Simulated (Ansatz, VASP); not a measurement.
## Ru in VASP and in Ansatz

```
CELL_PARAMETERS angstrom
-2.33686 2.33686 1.36830
2.33686 -2.33686 1.36830
2.33686 2.33686 -1.36830
ATOMIC_POSITIONS crystal
Ru 0.00000 0.00000 0.00000
Ru 0.75000 0.25000 0.50000
```

Alike in both runs: functional PBEsol; k mesh 18 × 18 × 18; occupations gaussian, width 0.1 eV; no spin polarisation.

Ansatz relaxed the structure, and its values are those at the end. VASP's run is a single point on that final structure, the one shown.

|  | VASP | Ansatz |
| --- | --- | --- |
| version | VASP 6.6.1 | Ansatz 0.2.0 |
| potentials or method | VASP PAW PBE potentials, release 64 (Ru_pv), cutoff 520 eV | scalar-relativistic, plane waves, PAW |
| valence electrons in the cell | 28 | 32 |

```csv
,VASP,Ansatz,Ansatz less VASP
gap on the k mesh at the Fermi level (eV),none,none,-
pressure (GPa),0.2,0.0,-0.17
```

VASP's potentials were made for PBE, not for PBEsol. A gap of «none» marks a metal or a gap that the smearing closes. With one functional, cell and mesh, what is left measures potentials, basis and numerics. VASP's potentials hold 28 valence electrons a cell and Ansatz's 32, so a difference there can come from the potentials and not from the codes.
